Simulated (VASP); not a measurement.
# PtSe2 (P-1) in VASP: single point with r2SCAN

Aim: the single point of PtSe2 with r2SCAN.

Everything below comes from runs of VASP 6.6.1. Logs are shortened: lines on timing, memory, paths and dates and some standing lists are left out, and cuts for length are marked.

## Step 1: The cell of the first run

The typed cell holds 3 atoms: a = 3.717 Å, b = 3.717 Å, c = 5.823 Å, α = 90.57°, β = 88.85°, γ = 120.00°.

## Step 2: Single point, r2SCAN (shear of c along a, cell held: +2.0 %, then relaxed in part)

Input file POSCAR:

```
PtSe2
1.0
    3.7174822809      0.0000000000      0.0000000000
   -1.8587411405      3.2194340934      0.0000000000
    0.1164370610      0.0000000000      5.8218530478
Pt Se
1 2
Direct
    0.0000000000      0.0000000000      0.0000000000
    0.6734741956      0.3333099309      0.7747952030
    0.3265258044      0.6666900691      0.2252047970
```

Input file INCAR.step1:

```
PREC = Accurate
ENCUT = 520
ISMEAR = 0
SIGMA = 0.02
LREAL = F
LASPH = T
NELM = 60
NBANDS = 18
GGA = PE
ALGO = Normal
EDIFF = 1E-4
LWAVE = T
LCHARG = F
```

Input file INCAR.step2:

```
PREC = Accurate
ENCUT = 520
EDIFF = 1E-6
ISMEAR = 0
SIGMA = 0.02
LREAL = F
LASPH = T
NELM = 60
ALGO = Normal
ISIF = 2
LWAVE = F
LCHARG = T
METAGGA = R2SCAN
LMIXTAU = T
LELF = T
LVHAR = T
NBANDS = 18
ISTART = 1
```

Input file KPOINTS:

```
regular mesh
0
Gamma
  12 12 6
```

Potentials or basis: VASP PAW PBE potentials, release 64 (Pt, Se).

Started as:

```bash
cat potpaw_PBE.64/Pt/POTCAR potpaw_PBE.64/Se/POTCAR > POTCAR
cp INCAR.step1 INCAR
mpirun -np 1 vasp_std > vasp.out
cp INCAR.step2 INCAR
mpirun -np 1 vasp_std > vasp.out
```

OUTCAR:

```text
PREC = Accurate
   ENCUT = 520
   EDIFF = 1E-6
   ISMEAR = 0
   LREAL = F
   LASPH = T
   NELM = 60
   ISIF = 2
   METAGGA = R2SCAN
   ISTART = 1

 ion  position               nearest neighbor table
   1  0.000  0.000  0.000-   2 2.51   3 2.51   2 2.52   3 2.52   2 2.52   3 2.52
   2  0.673  0.333  0.775-   1 2.51   1 2.52   1 2.52
   3  0.327  0.667  0.225-   1 2.51   1 2.52   1 2.52

  LATTYP: Found a base centered monoclinic cell.
 ALAT       =     3.7174822809
 B/A-ratio  =     1.7320508076
 C/A-ratio  =     1.5663873724
 COS(beta)  =    -0.0199960012

  Lattice vectors:

 A1 = (  -1.8587411405,   3.2194340934,   0.0000000000)
 A2 = (  -1.8587411404,  -3.2194340934,   0.0000000000)
 A3 = (   0.1164370610,   0.0000000000,   5.8218530478)

Analysis of symmetry for initial positions (statically):
=====================================================================
 Subroutine PRICEL returns:
 Original cell was already a primitive cell.

 Routine SETGRP: Setting up the symmetry group for a
 base centered monoclinic supercell.

 Subroutine GETGRP returns: Found  2 space group operations
 (whereof  2 operations were pure point group operations)
 out of a pool of  4 trial point group operations.

The static configuration has the point symmetry S_2 .

Analysis of symmetry for dynamics (positions and initial velocities):
=====================================================================
 Subroutine PRICEL returns:
 Original cell was already a primitive cell.

 Routine SETGRP: Setting up the symmetry group for a
 base centered monoclinic supercell.

 Subroutine GETGRP returns: Found  2 space group operations
 (whereof  2 operations were pure point group operations)
 out of a pool of  4 trial point group operations.

The dynamic configuration has the point symmetry S_2 .

 Subroutine INISYM returns: Found  2 space group operations
 (whereof  2 operations are pure point group operations),
 and found     1 'primitive' translations

----------------------------------------------------------------------------------------

                                     Primitive cell

  volume of cell :      69.6770

  direct lattice vectors                    reciprocal lattice vectors
     3.717482281  0.000000000  0.000000000     0.268999265  0.155306798 -0.005379985
    -1.858741141  3.219434093  0.000000000     0.000000000  0.310613596  0.000000000
     0.116437061  0.000000000  5.821853048     0.000000000  0.000000000  0.171766617

  length of vectors
     3.717482281  3.717482281  5.823017302     0.310660184  0.310613596  0.171766617

  position of ions in fractional coordinates (direct lattice)
     0.000000000  0.000000000  0.000000000
     0.673474196  0.333309931  0.774795203
     0.326525804  0.666690069  0.225204797

  ion indices of the primitive-cell ions
   primitive index   ion index
                 1           1
                 2           2
                 3           3

----------------------------------------------------------------------------------------

 KPOINTS: regular mesh

Automatic generation of k-mesh.
 Grid dimensions read from file:
 generate k-points for:   12   12    6

 Generating k-lattice:

  Cartesian coordinates                     Fractional coordinates (reciprocal lattice)
     0.022416605  0.012942233 -0.000448332     0.083333333  0.000000000  0.000000000
     0.000000000  0.025884466  0.000000000     0.000000000  0.083333333  0.000000000
     0.000000000  0.000000000  0.028627769     0.000000000  0.000000000  0.166666667

  Length of vectors
     0.025888349  0.025884466  0.028627769

  Shift w.r.t. Gamma in fractional coordinates (k-lattice)
     0.000000000  0.000000000  0.000000000

 Subroutine IBZKPT returns following result:
 ===========================================

 Found    436 irreducible k-points:

 Following reciprocal coordinates:
            Coordinates               Weight
  0.000000  0.000000  0.000000      1.000000
  0.083333 -0.000000  0.000000      2.000000
 -0.083333  0.083333  0.000000      2.000000
  0.166667 -0.000000  0.000000      2.000000
 -0.166667  0.166667  0.000000      2.000000
  0.250000 -0.000000  0.000000      2.000000
[... 16 lines left out ...]
  0.416667  0.083333  0.000000      2.000000
 -0.416667  0.500000  0.000000      2.000000
 [... further k-points ...]
   k-points           NKPTS =    436   k-points in BZ     NKDIM =    436   number of bands    NBANDS=     18
   number of dos      NEDOS =    301   number of ions     NIONS =      3
   total plane-waves  NPLWV =  37632
   dimension x,y,z NGX =    28 NGY =   28 NGZ =   48
   dimension x,y,z NGXF=    56 NGYF=   56 NGZF=   96
   ions per type =               1   2
   NGX,Y,Z   is equivalent  to a cutoff of  12.52, 12.52, 13.70 a.u.
   NGXF,Y,Z  is equivalent  to a cutoff of  25.04, 25.04, 27.41 a.u.
 SYSTEM =  unknown system
   PREC   = accura    normal or accurate (medium, high low for compatibility)
   ISTART =      1    job   : 0-new  1-cont  2-samecut
   ICHARG =      0    charge: 1-file 2-atom 10-const
   ISPIN  =      1    spin polarized calculation?
   LNONCOLLINEAR =      F non collinear calculations
   LSORBIT =      F    spin-orbit coupling
   LASPH  =      T    aspherical Exc in radial PAW
   ENCUT  =  520.0 eV  38.22 Ry    6.18 a.u.   6.91  6.91 10.83*2*pi/ulx,y,z
   NELM   =     60;   NELMIN=  2; NELMDL=  0     # of ELM steps
   EDIFF  = 0.1E-05   stopping-criterion for ELM
   LREAL  =      F    real-space projection
   EDIFFG = 0.1E-04   stopping-criterion for IOM
   NSW    =      0    number of steps for IOM
   IBRION =     -1    ionic relax: 0-MD 1-quasi-New 2-CG
   NFREE  =      0    steps in history (QN), initial steepest desc. (CG)
   ISIF   =      2    stress and relaxation
   ISYM   =      2    0-nonsym 1-usesym 2-fastsym
   POTIM  = 0.5000    time-step for ionic-motion
   TEBEG  =    0.0;   TEEND  =   0.0 temperature during run
   PSTRESS=    0.0 pullay stress
   NELECT =      22.0000    total number of electrons
   NUPDOWN=      -1.0000    fix difference up-down
   EMIN   =  10.00;   EMAX   =-10.00  energy-range for DOS
   EFERMI =   0.00;   METHOD = LEGACY
   ISMEAR =     0;   SIGMA  =   0.02  broadening in eV -4-tet -1-fermi 0-gaus
   EFERMI_NEDOS =   21; number of points for ismear=-14 and -15
   IALGO  =     38    algorithm
   IMIX   =      4    mixing-type and parameters
     AMIX     =   0.40;   BMIX     =  1.00
     AMIX_MAG =   1.60;   BMIX_MAG =  1.00
  volume/ion in A,a.u.               =      23.23       156.73
  Fermi-wavevector in a.u.,A,eV,Ry     =   1.114771  2.106613 16.908169  1.242715
  Thomas-Fermi vector in A             =   2.251370
   LORBIT       =      0    0 simple, 1 ext, 2 COOP (PROOUT), +10 PAW based schemes
   METAGGA = R2SCAN    functional components
   LHFCALC =     F    Hartree Fock is set to
   AEXX    =    0.0000 exact exchange contribution
   IVDW    =     0    specifies the selected vdW correction
   LEPSILON=     F    determine dielectric tensor
   LRPA    =     F    only Hartree local field effects (RPA)
 non-spin polarized calculation
 Gauss-broadening in eV      SIGMA  =   0.02
  energy-cutoff  :      520.00
  volume of cell :       69.68
 maximum number of plane-waves:      1889
   NGX = 13   NGY = 13   NGZ = 21

 number of electron      21.9999999 magnetization

 Free energy of the ion-electron system (eV)
  ---------------------------------------------------
  ext. energy  EPLUGINS =         0.00000000
  ---------------------------------------------------
  free energy    TOTEN  =       -81.49747791 eV

  energy without entropy =      -81.49747791  energy(sigma->0) =      -81.49747791

 E-fermi :   4.4745     XC(G=0): -10.3815

 val. band max:        4.3322735241   @ k =  -0.0833   0.1667   0.0000
 cond. band min:       4.8806418407   @ k =  -0.2500   0.2500  -0.3333
 fundamental gap:      0.5483683167
 Fermi energy:         4.4745313621

 k-point     1 :       0.0000    0.0000    0.0000
  band No.  band energies     occupation
      1     -10.9804      2.00000
      2      -8.8296      2.00000
      3      -2.0495      2.00000
      4      -1.6193      2.00000
      5      -1.6150      2.00000
      6       0.6864      2.00000
[... 10 lines left out ...]
     17      12.6870      0.00000
     18      15.5347      0.00000

 k-point     2 :       0.0833   -0.0000    0.0000
  band No.  band energies     occupation
      1     -10.9015      2.00000
      2      -8.8438      2.00000
      3      -1.9619      2.00000
      4      -1.6034      2.00000
      5      -1.5662      2.00000
      6       0.5868      2.00000
[... 10 lines left out ...]
     17      12.9724      0.00000
     18      15.3454      0.00000

 k-point     3 :      -0.0833    0.0833    0.0000
  band No.  band energies     occupation
      1     -10.9017      2.00000
      2      -8.8433      2.00000
      3      -1.9630      2.00000
      4      -1.6003      2.00000
      5      -1.5702      2.00000
      6       0.5866      2.00000
[... 10 lines left out ...]
     17      12.9376      0.00000
     18      15.2985      0.00000

 k-point     4 :       0.1667   -0.0000    0.0000
  band No.  band energies     occupation
      1     -10.6742      2.00000
      2      -8.8840      2.00000
      3      -1.7347      2.00000
      4      -1.5189      2.00000
      5      -1.4348      2.00000
      6       0.2143      2.00000
[... 375 lines left out ...]
      4      -1.1956      2.00000
      5      -0.7229      2.00000
      6      -0.3568      2.00000
[... 10 lines left out ...]
     17      13.5613      0.00000
     18      14.8206      0.00000

 k-point    23 :       0.4167    0.0833    0.0000
  band No.  band energies     occupation
      1      -9.3882      2.00000
      2      -9.1565      2.00000
      3      -2.4638      2.00000
      4      -1.1709      2.00000
      5      -0.5354      2.00000
      6       0.0776      2.00000
[... 10 lines left out ...]
     17      13.6757      0.00000
     18      15.1947      0.00000

 k-point    24 :      -0.4167    0.5000    0.0000
  band No.  band energies     occupation
      1      -9.3830      2.00000
      2      -9.1622      2.00000
      3      -2.4796      2.00000
      4      -1.1703      2.00000
      5      -0.4953      2.00000
      6       0.0308      2.00000
[... 10 lines left out ...]
     17      13.5783      0.00000
     18      15.5921      0.00000

 [... further k-points ...]

------------------------ aborting loop because EDIFF is reached ----------------------------------------

  FORCE on cell =-STRESS in cart. coord.  units (eV):
  Direction    XX          YY          ZZ          XY          YZ          ZX
  --------------------------------------------------------------------------------------
  -------------------------------------------------------------------------------------
  Total        0.0380099      0.0348876      0.0224100      0.0428086     -0.0067672     -0.0629401
  in kB        0.8740113      0.8022182      0.5153023      0.9843552     -0.1556077     -1.4472662
  external PRESSURE =       0.7305106 kB  Pullay stress =       0.0000000 kB

 VOLUME and BASIS-vectors are now :
 -----------------------------------------------------------------------------
  energy-cutoff  :      520.00
  volume of cell :       69.68
      direct lattice vectors                 reciprocal lattice vectors
     3.717482281  0.000000000  0.000000000     0.268999265  0.155306798 -0.005379985
    -1.858741141  3.219434093  0.000000000     0.000000000  0.310613596  0.000000000
     0.116437061  0.000000000  5.821853048     0.000000000  0.000000000  0.171766617

 POSITION                                       TOTAL-FORCE (eV/Angst)
 -----------------------------------------------------------------------------------
      0.00000      0.00000      0.00000        -0.000000      0.000000      0.000000
      1.97431      1.07307      4.51074        -0.000005      0.000390     -0.009029
      0.00087      2.14636      1.31111         0.000005     -0.000390      0.009029
 -----------------------------------------------------------------------------------
    total drift:                                0.000000     -0.000000      0.000000

  FREE ENERGIE OF THE ION-ELECTRON SYSTEM (eV)
  ---------------------------------------------------
  free  energy   TOTEN  =       -81.4974779115 eV

  energy  without entropy=      -81.4974779115  energy(sigma->0) =      -81.49747791
```

Run time: 13 min. Hardware: 1 thread of Intel Xeon 6975P-C (Granite Rapids), shared host; peak memory 0.62 GiB.

What came out:

```
Free energy            : -81.4975 eV
Pressure               : 0.1 GPa
Largest force          : 0.009 eV/Å
Band gap on the k mesh : 0.55 eV (least direct gap 0.90 eV)
```

Forces in eV/Å, atoms in the order of the input:
```
Pt   0.000  0.000  0.000
Se   0.000  0.000 -0.009
Se   0.000  0.000  0.009
```

Caveat: the cell differs from its parent crystal (shear of c along a, cell held: +2.0 %, then relaxed in part); the PAW data sets were made with another functional, which shifts forces and pressure a little; spin-orbit coupling is left out, which moves the levels of the heavy elements.
